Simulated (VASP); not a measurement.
# KCl (Fm-3m) in VASP: dielectric tensor with PBE

Aim: the dielectric tensor of KCl with PBE.

Program: VASP 6.6.1. These are calculated values, not measurements. Logs are shortened: lines on timing, memory, paths and dates and some standing lists are left out, and cuts for length are marked.

**1. The cell of the first run**

Symmetry: Fm-3m, No. 225, cubic system. The conventional cell has a = 6.290 Å, b = 6.290 Å, c = 6.290 Å, α = 90.00°, β = 90.00°, γ = 90.00°. Within 4.1 Å of K (site symmetry m-3m) lie 6 Cl at 3.14 Å. Cl (site symmetry m-3m) has 6 K at 3.14 Å within 4.1 Å.

**2. Dielectric tensor, PBE**

Contents of INCAR:

```
ALGO     = Normal         # electronic algorithm
EDIFF    = 1E-8           # SCF threshold, eV
ENCUT    = 520            # plane-wave cutoff, eV
GGA      = PE             # functional
ISIF     = 2              # what is computed and relaxed
ISMEAR   = 0              # smearing method
LASPH    = True           # aspherical terms in the spheres
LCHARG   = False          # write CHGCAR
LEPSILON = True           # dielectric tensor by DFPT
LREAL    = False          # projectors in reciprocal space
LWAVE    = False          # write WAVECAR
NELM     = 60             # most SCF steps
PREC     = Accurate       # precision mode
SIGMA    = 0.01           # smearing width, eV
```

Contents of KPOINTS:

```
k-points
0
Gamma
  6 6 6
```

Contents of POSCAR:

```
KCl
1.0
    0.0000000000      3.1448470504      3.1448470504
    3.1448470504      0.0000000000      3.1448470504
    3.1448470504      3.1448470504      0.0000000000
K Cl
1 1
Direct
    0.0000000000      0.0000000000      0.0000000000
    0.5000000000      0.5000000000      0.5000000000
```

Potentials or basis: VASP PAW PBE potentials, release 64 (K_sv, Cl).

Launch:

```sh
$ cat potpaw_PBE.64/K_sv/POTCAR potpaw_PBE.64/Cl/POTCAR > POTCAR
$ mpirun -np 1 vasp_std > vasp.out
```

OUTCAR:

```text
EDIFF = 1E-8
   ENCUT = 520
   GGA = PE
   ISIF = 2
   ISMEAR = 0
   LASPH = True
   LEPSILON = True
   LREAL = False
   NELM = 60
   PREC = Accurate

 ion  position               nearest neighbor table
   1  0.000  0.000  0.000-   2 3.14   2 3.14   2 3.14   2 3.14   2 3.14   2 3.14
   2  0.500  0.500  0.500-   1 3.14   1 3.14   1 3.14   1 3.14   1 3.14   1 3.14

  LATTYP: Found a face centered cubic cell.
 ALAT       =     6.2896941008

  Lattice vectors:

 A1 = (   0.0000000000,   3.1448470504,   3.1448470504)
 A2 = (   3.1448470504,   0.0000000000,   3.1448470504)
 A3 = (   3.1448470504,   3.1448470504,   0.0000000000)

Analysis of symmetry for initial positions (statically):
=====================================================================
 Subroutine PRICEL returns:
 Original cell was already a primitive cell.

 Routine SETGRP: Setting up the symmetry group for a
 face centered cubic supercell.

 Subroutine GETGRP returns: Found 48 space group operations
 (whereof 48 operations were pure point group operations)
 out of a pool of 48 trial point group operations.

The static configuration has the point symmetry O_h .

Analysis of symmetry for dynamics (positions and initial velocities):
=====================================================================
 Subroutine PRICEL returns:
 Original cell was already a primitive cell.

 Routine SETGRP: Setting up the symmetry group for a
 face centered cubic supercell.

 Subroutine GETGRP returns: Found 48 space group operations
 (whereof 48 operations were pure point group operations)
 out of a pool of 48 trial point group operations.

The dynamic configuration has the point symmetry O_h .

 Subroutine INISYM returns: Found 48 space group operations
 (whereof 48 operations are pure point group operations),
 and found     1 'primitive' translations

----------------------------------------------------------------------------------------

[... 386 lines left out ...]
     0.000000000  3.144847050  3.144847050    -0.158990244  0.158990244  0.158990244
     3.144847050  0.000000000  3.144847050     0.158990244 -0.158990244  0.158990244
     3.144847050  3.144847050  0.000000000     0.158990244  0.158990244 -0.158990244

 POSITION                                       TOTAL-FORCE (eV/Angst)
 -----------------------------------------------------------------------------------
      0.00000      0.00000      0.00000         0.000000      0.000000      0.000000
      3.14485      3.14485      3.14485        -0.000000     -0.000000     -0.000000
 -----------------------------------------------------------------------------------
    total drift:                                0.000000      0.000000      0.000000

  FREE ENERGIE OF THE ION-ELECTRON SYSTEM (eV)
  ---------------------------------------------------
  free  energy   TOTEN  =        -6.8033726760 eV

  energy  without entropy=       -6.8033726760  energy(sigma->0) =       -6.80337268

 HEAD OF MICROSCOPIC STATIC DIELECTRIC TENSOR (INDEPENDENT PARTICLE, excluding Hartree and local field effects)
 ------------------------------------------------------
           2.577602     0.000000    -0.000000
           0.000000     2.577602     0.000000
           0.000000     0.000000     2.577602
 ------------------------------------------------------

 Free energy of the ion-electron system (eV)
  ---------------------------------------------------
  ---------------------------------------------------
  free energy    TOTEN  =        -0.26061597 eV

  energy without entropy =       -0.26061597

------------------------ aborting loop because EDIFF is reached ----------------------------------------

--------------------------------------- Ionic step        2  -------------------------------------------

------------------------ aborting loop because EDIFF is reached ----------------------------------------

--------------------------------------- Ionic step        3  -------------------------------------------

 Free energy of the ion-electron system (eV)
  ---------------------------------------------------
  ---------------------------------------------------
  free energy    TOTEN  =        -0.26061663 eV

  energy without entropy =       -0.26061663

------------------------ aborting loop because EDIFF is reached ----------------------------------------

 PIEZOELECTRIC TENSOR FIELD DIRECTION 3  (e Angst)
 -----------------------------------------------------------------------------
    -0.00008  0.00000 -0.00000           ( -0.00000  0.00000  0.00000)
     0.00000 -0.00008  0.00000           (  0.00000 -0.00000 -0.00000)
     0.00000 -0.00000 -0.00071           (  0.00000 -0.00000  0.00000)

 PIEZOELECTRIC TENSOR FIELD DIRECTION 3  (C/m^2)
 -----------------------------------------------------------------------------
    -0.00002  0.00000 -0.00000
     0.00000 -0.00002  0.00000
     0.00000 -0.00000 -0.00018

 MACROSCOPIC STATIC DIELECTRIC TENSOR (including local field effects in DFT)
 ------------------------------------------------------
           2.327227    -0.000000     0.000000
           0.000000     2.327227     0.000000
          -0.000000     0.000000     2.327227
 ------------------------------------------------------

 PIEZOELECTRIC TENSOR (including local field effects)  for field in x, y, z        (e  Angst)
          XX          YY          ZZ          XY          YZ          ZX
  --------------------------------------------------------------------------------
  x     0.00000     0.00000     0.00000     0.00000     0.00000     0.00000
  y     0.00000     0.00000     0.00000     0.00000     0.00000     0.00000
  z     0.00000     0.00000     0.00000     0.00000     0.00000     0.00000

 PIEZOELECTRIC TENSOR (including local field effects)  for field in x, y, z        (C/m^2)
          XX          YY          ZZ          XY          YZ          ZX
  --------------------------------------------------------------------------------
  x     0.00000     0.00000     0.00000     0.00000     0.00000     0.00000
  y     0.00000     0.00000     0.00000     0.00000     0.00000     0.00000
  z     0.00000     0.00000     0.00000     0.00000     0.00000     0.00000

 BORN EFFECTIVE CHARGES (including local field effects) (in |e|, cummulative output)
 ---------------------------------------------------------------------------------
 ion    1
    1     1.12560     0.00000     0.00000
    2     0.00000     1.12560     0.00000
    3     0.00000     0.00000     1.12560
 ion    2
    1    -1.12560     0.00000     0.00000
    2     0.00000    -1.12560     0.00000
    3     0.00000     0.00000    -1.12560
```

OSZICAR:

```text
N       E                     dE             d eps       ncg     rms          rms(c)
[... 13 lines left out ...]
RMM:  11    -0.260618750068E+00   -0.10470E-05   -0.11740E-05  1657   0.326E-03    0.333E-04
RMM:  12    -0.260617636221E+00    0.11138E-05    0.69936E-07  1704   0.184E-03    0.333E-04
RMM:  13    -0.260616650547E+00    0.98567E-06   -0.13596E-06  1626   0.117E-03    0.185E-04
RMM:  14    -0.260616313425E+00    0.33712E-06    0.99144E-07  1622   0.918E-04    0.696E-05
RMM:  15    -0.260616477986E+00   -0.16456E-06    0.67156E-07  1399   0.785E-04    0.223E-05
RMM:  16    -0.260616618520E+00   -0.14053E-06    0.13258E-06  1215   0.737E-04    0.295E-05
RMM:  17    -0.260616669288E+00   -0.50768E-07    0.99496E-07  1098   0.721E-04    0.188E-05
RMM:  18    -0.260616631322E+00    0.37965E-07    0.10999E-06   965   0.712E-04    0.380E-06
```

It took 11 min on 1 thread of AMD EPYC 7R13, shared host; peak memory 0.23 GiB.

What came out:

* Band gap on the k mesh: 5.19 eV
* Electronic dielectric tensor (diagonal): 2.33
* Born charges (mean of the diagonal): K +1.13; Cl -1.13 e

Electronic dielectric tensor:
```
2.33 0.00 0.00
0.00 2.33 0.00
0.00 0.00 2.33
```

Born effective charge tensors (e):
atom 1, K
```
1.13 0.00 0.00
0.00 1.13 0.00
0.00 0.00 1.13
```
atom 2, Cl
```
-1.13  0.00  0.00
 0.00 -1.13  0.00
 0.00  0.00 -1.13
```

As with any semilocal functional, this PBE gap is likely too small.
